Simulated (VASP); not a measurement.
# Cd4SeS3 (P-43m) in VASP: further runs

Runs on Cd4SeS3. Level: PBE. Tasks: single point.

All numbers are computed with VASP 6.6.1; they aren't measurements. Logs are shortened: lines on timing, memory, paths and dates and some standing lists are left out, and cuts for length are marked.

**1. The cell of the first run**

It takes space group P-43m (No. 215, cubic). The conventional cell has a = 5.742 Å, b = 5.742 Å, c = 5.742 Å, α = 90.00°, β = 90.00°, γ = 90.00°. Cd (site symmetry 3m) has 3 S at 2.47 Å and 1 Se at 2.55 Å within 3.3 Å. Within 3.4 Å of Se (site symmetry -43m) lie 4 Cd at 2.55 Å. Within 3.3 Å of S (site symmetry -42m) lie 4 Cd at 2.47 Å.

**2. Single point, PBE (volume scaled by 0.88, then relaxed in part)**

File INCAR:

```
PREC = Accurate
ENCUT = 520
EDIFF = 1E-6
ISMEAR = 0
SIGMA = 0.02
LREAL = False
LASPH = True
NELM = 100
ALGO = Normal
ISIF = 2
LWAVE = False
LCHARG = False
GGA = PE
NBANDS = 46
```

File KPOINTS:

```
Automatic mesh
0
Gamma
  6 6 6
```

File POSCAR:

```
Cd4SeS3
1.0
    5.7420129288      0.0000000000      0.0000000000
    0.0000000000      5.7420129288      0.0000000000
    0.0000000000      0.0000000000      5.7420129288
Cd Se S
4 1 3
Direct
    0.2434806714      0.7565193286      0.2434806714
    0.2434806714      0.2434806714      0.7565193286
    0.7565193286      0.7565193286      0.7565193286
    0.7565193286      0.2434806714      0.2434806714
    0.5000000000      0.5000000000      0.5000000000
    0.5000000000      0.0000000000      0.0000000000
    0.0000000000      0.0000000000      0.5000000000
    0.0000000000      0.5000000000      0.0000000000
```

Potentials or basis: VASP PAW PBE potentials, release 64 (Cd, Se, S).

Launch:

```
$ cat potpaw_PBE.64/Cd/POTCAR potpaw_PBE.64/Se/POTCAR potpaw_PBE.64/S/POTCAR > POTCAR
$ mpirun -np 1 vasp_std > vasp.out
```

OUTCAR:

```text
PREC = Accurate
   ENCUT = 520
   EDIFF = 1E-6
   ISMEAR = 0
   LREAL = False
   LASPH = True
   NELM = 100
   ISIF = 2
   GGA = PE

 ion  position               nearest neighbor table
   1  0.243  0.757  0.243-   6 2.47   7 2.47   8 2.47   5 2.55
   2  0.243  0.243  0.757-   6 2.47   7 2.47   8 2.47   5 2.55
   3  0.757  0.757  0.757-   6 2.47   7 2.47   8 2.47   5 2.55
   4  0.757  0.243  0.243-   6 2.47   7 2.47   8 2.47   5 2.55
   5  0.500  0.500  0.500-   1 2.55   2 2.55   3 2.55   4 2.55
   6  0.500  0.000  0.000-   1 2.47   2 2.47   3 2.47   4 2.47
   7  0.000  0.000  0.500-   1 2.47   2 2.47   3 2.47   4 2.47
   8  0.000  0.500  0.000-   1 2.47   2 2.47   3 2.47   4 2.47

  LATTYP: Found a simple cubic cell.
 ALAT       =     5.7420129288

  Lattice vectors:

 A1 = (   5.7420129288,   0.0000000000,   0.0000000000)
 A2 = (   0.0000000000,   5.7420129288,   0.0000000000)
 A3 = (   0.0000000000,   0.0000000000,   5.7420129288)

Analysis of symmetry for initial positions (statically):
=====================================================================
 Subroutine PRICEL returns:
 Original cell was already a primitive cell.

 Routine SETGRP: Setting up the symmetry group for a
 simple cubic supercell.

 Subroutine GETGRP returns: Found 24 space group operations
 (whereof 24 operations were pure point group operations)
 out of a pool of 48 trial point group operations.

The static configuration has the point symmetry T_d .

Analysis of symmetry for dynamics (positions and initial velocities):
=====================================================================
 Subroutine PRICEL returns:
 Original cell was already a primitive cell.

 Routine SETGRP: Setting up the symmetry group for a
 simple cubic supercell.

 Subroutine GETGRP returns: Found 24 space group operations
 (whereof 24 operations were pure point group operations)
 out of a pool of 48 trial point group operations.

The dynamic configuration has the point symmetry T_d .

 Subroutine INISYM returns: Found 24 space group operations
 (whereof 24 operations are pure point group operations),
 and found     1 'primitive' translations

----------------------------------------------------------------------------------------

                                     Primitive cell

  volume of cell :     189.3183

  direct lattice vectors                    reciprocal lattice vectors
     5.742012929  0.000000000  0.000000000     0.174154954  0.000000000  0.000000000
     0.000000000  5.742012929  0.000000000     0.000000000  0.174154954  0.000000000
     0.000000000  0.000000000  5.742012929     0.000000000  0.000000000  0.174154954

  length of vectors
     5.742012929  5.742012929  5.742012929     0.174154954  0.174154954  0.174154954

  position of ions in fractional coordinates (direct lattice)
     0.243480671  0.756519329  0.243480671
     0.243480671  0.243480671  0.756519329
     0.756519329  0.756519329  0.756519329
     0.756519329  0.243480671  0.243480671
     0.500000000  0.500000000  0.500000000
     0.500000000  0.000000000  0.000000000
     0.000000000  0.000000000  0.500000000
     0.000000000  0.500000000  0.000000000

  ion indices of the primitive-cell ions
   primitive index   ion index
                 1           1
                 2           2
                 3           3
                 4           4
                 5           5
                 6           6
                 7           7
                 8           8

----------------------------------------------------------------------------------------

 KPOINTS: Automatic mesh

Automatic generation of k-mesh.
 Grid dimensions read from file:
 generate k-points for:    6    6    6

 Generating k-lattice:

  Cartesian coordinates                     Fractional coordinates (reciprocal lattice)
     0.029025826  0.000000000  0.000000000     0.166666667  0.000000000  0.000000000
     0.000000000  0.029025826  0.000000000     0.000000000  0.166666667  0.000000000
     0.000000000  0.000000000  0.029025826     0.000000000  0.000000000  0.166666667

  Length of vectors
     0.029025826  0.029025826  0.029025826

  Shift w.r.t. Gamma in fractional coordinates (k-lattice)
     0.000000000  0.000000000  0.000000000

 Subroutine IBZKPT returns following result:
 ===========================================

 Found     20 irreducible k-points:

 Following reciprocal coordinates:
            Coordinates               Weight
  0.000000  0.000000  0.000000      1.000000
  0.166667  0.000000  0.000000      6.000000
  0.333333  0.000000  0.000000      6.000000
  0.500000  0.000000  0.000000      3.000000
  0.166667  0.166667  0.000000     12.000000
  0.333333  0.166667  0.000000     24.000000
[... 12 lines left out ...]
  0.500000  0.500000  0.333333      6.000000
  0.500000  0.500000  0.500000      1.000000
   k-points           NKPTS =     20   k-points in BZ     NKDIM =     20   number of bands    NBANDS=     46
   number of dos      NEDOS =    301   number of ions     NIONS =      8
   total plane-waves  NPLWV = 110592
   dimension x,y,z NGX =    48 NGY =   48 NGZ =   48
   dimension x,y,z NGXF=    96 NGYF=   96 NGZF=   96
   ions per type =               4   1   3
   NGX,Y,Z   is equivalent  to a cutoff of  13.90, 13.90, 13.90 a.u.
   NGXF,Y,Z  is equivalent  to a cutoff of  27.79, 27.79, 27.79 a.u.
 SYSTEM =  unknown system
   PREC   = accura    normal or accurate (medium, high low for compatibility)
   ISTART =      0    job   : 0-new  1-cont  2-samecut
   ICHARG =      2    charge: 1-file 2-atom 10-const
   ISPIN  =      1    spin polarized calculation?
   LNONCOLLINEAR =      F non collinear calculations
   LSORBIT =      F    spin-orbit coupling
   LASPH  =      T    aspherical Exc in radial PAW
   ENCUT  =  520.0 eV  38.22 Ry    6.18 a.u.  10.68 10.68 10.68*2*pi/ulx,y,z
   NELM   =    100;   NELMIN=  2; NELMDL= -5     # of ELM steps
   EDIFF  = 0.1E-05   stopping-criterion for ELM
   LREAL  =      F    real-space projection
   EDIFFG = 0.1E-04   stopping-criterion for IOM
   NSW    =      0    number of steps for IOM
   IBRION =     -1    ionic relax: 0-MD 1-quasi-New 2-CG
   NFREE  =      0    steps in history (QN), initial steepest desc. (CG)
   ISIF   =      2    stress and relaxation
   ISYM   =      2    0-nonsym 1-usesym 2-fastsym
   POTIM  = 0.5000    time-step for ionic-motion
   TEBEG  =    0.0;   TEEND  =   0.0 temperature during run
   PSTRESS=    0.0 pullay stress
   NELECT =      72.0000    total number of electrons
   NUPDOWN=      -1.0000    fix difference up-down
   EMIN   =  10.00;   EMAX   =-10.00  energy-range for DOS
   EFERMI =   0.00;   METHOD = LEGACY
   ISMEAR =     0;   SIGMA  =   0.02  broadening in eV -4-tet -1-fermi 0-gaus
   EFERMI_NEDOS =   21; number of points for ismear=-14 and -15
   IALGO  =     38    algorithm
   IMIX   =      4    mixing-type and parameters
     AMIX     =   0.40;   BMIX     =  1.00
     AMIX_MAG =   1.60;   BMIX_MAG =  1.00
  volume/ion in A,a.u.               =      23.66       159.70
  Fermi-wavevector in a.u.,A,eV,Ry     =   1.186101  2.241405 19.141145  1.406834
  Thomas-Fermi vector in A             =   2.322280
   LORBIT       =      0    0 simple, 1 ext, 2 COOP (PROOUT), +10 PAW based schemes
   GGA     = PE    functional components
   LHFCALC =     F    Hartree Fock is set to
   AEXX    =    0.0000 exact exchange contribution
   IVDW    =     0    specifies the selected vdW correction
   LEPSILON=     F    determine dielectric tensor
   LRPA    =     F    only Hartree local field effects (RPA)
 non-spin polarized calculation
 Gauss-broadening in eV      SIGMA  =   0.02
  energy-cutoff  :      520.00
  volume of cell :      189.32
 maximum number of plane-waves:      5125
 NGX is ok and might be reduce to    48
   NGX = 21   NGY = 21   NGZ = 21

 number of electron      72.0000015 magnetization

 Free energy of the ion-electron system (eV)
  ---------------------------------------------------
  ext. energy  EPLUGINS =         0.00000000
  ---------------------------------------------------
  free energy    TOTEN  =       -23.20627513 eV

  energy without entropy =      -23.20627513  energy(sigma->0) =      -23.20627513

 E-fermi :   2.0479     XC(G=0):  -9.4583

 val. band max:        1.9342263025   @ k =   0.0000   0.0000   0.0000
 cond. band min:       3.0747482260   @ k =   0.0000   0.0000   0.0000
 fundamental gap:      1.1405219235
 Fermi energy:         2.0479349464

 k-point     1 :       0.0000    0.0000    0.0000
  band No.  band energies     occupation
      1     -11.0183      2.00000
      2     -10.3879      2.00000
      3     -10.3879      2.00000
      4     -10.3504      2.00000
      5      -6.1909      2.00000
      6      -6.1909      2.00000
[... 38 lines left out ...]
     45       8.2925      0.00000
     46       8.2925      0.00000

 k-point     2 :       0.1667    0.0000    0.0000
  band No.  band energies     occupation
      1     -10.9750      2.00000
      2     -10.4221      2.00000
      3     -10.3883      2.00000
      4     -10.3586      2.00000
      5      -6.1736      2.00000
      6      -6.1684      2.00000
[... 38 lines left out ...]
     45       8.5319      0.00000
     46       8.5319      0.00000

 k-point     3 :       0.3333    0.0000    0.0000
  band No.  band energies     occupation
      1     -10.8565      2.00000
      2     -10.5341      2.00000
      3     -10.3892      2.00000
      4     -10.3633      2.00000
      5      -6.1165      2.00000
      6      -6.1050      2.00000
[... 38 lines left out ...]
     45       9.1729      0.00000
     46       9.1729      0.00000

 k-point     4 :       0.5000    0.0000    0.0000
  band No.  band energies     occupation
      1     -10.7013      2.00000
      2     -10.6873      2.00000
      3     -10.3896      2.00000
      4     -10.3646      2.00000
      5      -6.0321      2.00000
      6      -6.0297      2.00000
[... 724 lines left out ...]
     45       9.0324      0.00000
     46       9.0989      0.00000

 k-point    19 :       0.5000    0.5000    0.3333
  band No.  band energies     occupation
      1     -10.5383      2.00000
      2     -10.5382      2.00000
      3     -10.5382      2.00000
      4     -10.4993      2.00000
      5      -6.0764      2.00000
      6      -6.0751      2.00000
[... 38 lines left out ...]
     45       8.8618      0.00000
     46       8.8679      0.00000

 k-point    20 :       0.5000    0.5000    0.5000
  band No.  band energies     occupation
      1     -10.5372      2.00000
      2     -10.5372      2.00000
      3     -10.5372      2.00000
      4     -10.4980      2.00000
      5      -6.0835      2.00000
      6      -6.0835      2.00000
[... 38 lines left out ...]
     45       8.7235      0.00000
     46       8.7235      0.00000

------------------------ aborting loop because EDIFF is reached ----------------------------------------

  FORCE on cell =-STRESS in cart. coord.  units (eV):
  Direction    XX          YY          ZZ          XY          YZ          ZX
  --------------------------------------------------------------------------------------
  -------------------------------------------------------------------------------------
  Total       11.0065290     11.0065290     11.0065290     -0.0000000      0.0000000     -0.0000000
  in kB       93.1469133     93.1469133     93.1469133     -0.0000000      0.0000000     -0.0000000
  external PRESSURE =      93.1469133 kB  Pullay stress =       0.0000000 kB

 VOLUME and BASIS-vectors are now :
 -----------------------------------------------------------------------------
  energy-cutoff  :      520.00
  volume of cell :      189.32
      direct lattice vectors                 reciprocal lattice vectors
     5.742012929  0.000000000  0.000000000     0.174154954  0.000000000  0.000000000
     0.000000000  5.742012929  0.000000000     0.000000000  0.174154954  0.000000000
     0.000000000  0.000000000  5.742012929     0.000000000  0.000000000  0.174154954

 POSITION                                       TOTAL-FORCE (eV/Angst)
 -----------------------------------------------------------------------------------
      1.39807      4.34394      1.39807         0.003850     -0.003850      0.003850
      1.39807      1.39807      4.34394         0.003850      0.003850     -0.003850
      4.34394      4.34394      4.34394        -0.003850     -0.003850     -0.003850
      4.34394      1.39807      1.39807        -0.003850      0.003850      0.003850
      2.87101      2.87101      2.87101         0.000000      0.000000      0.000000
      2.87101      0.00000      0.00000         0.000000      0.000000      0.000000
      0.00000      0.00000      2.87101         0.000000      0.000000      0.000000
      0.00000      2.87101      0.00000        -0.000000      0.000000      0.000000
 -----------------------------------------------------------------------------------
    total drift:                               -0.000000     -0.000000     -0.000000

  FREE ENERGIE OF THE ION-ELECTRON SYSTEM (eV)
  ---------------------------------------------------
  free  energy   TOTEN  =       -23.2062751329 eV

  energy  without entropy=      -23.2062751329  energy(sigma->0) =      -23.20627513
```

Wall time 3 min (1 thread of Intel Xeon Platinum 8259CL at 2.50GHz (Skylake/Cascade Lake), shared host); peak memory 0.41 GiB.

What came out:

| Property | Result |
| --- | --- |
| Free energy | -23.2063 eV |
| Pressure | 9.3 GPa |
| Largest force | 0.007 eV/Å |
| Band gap on the k mesh | 1.14 eV, direct |

Forces in eV/Å, atoms in the order of the input:
```
Cd   0.004 -0.004  0.004
Cd   0.004  0.004 -0.004
Cd  -0.004 -0.004 -0.004
Cd  -0.004  0.004  0.004
Se   0.000  0.000  0.000
S    0.000  0.000  0.000
S    0.000  0.000  0.000
S    0.000  0.000  0.000
```

[end of part 1 of 2]
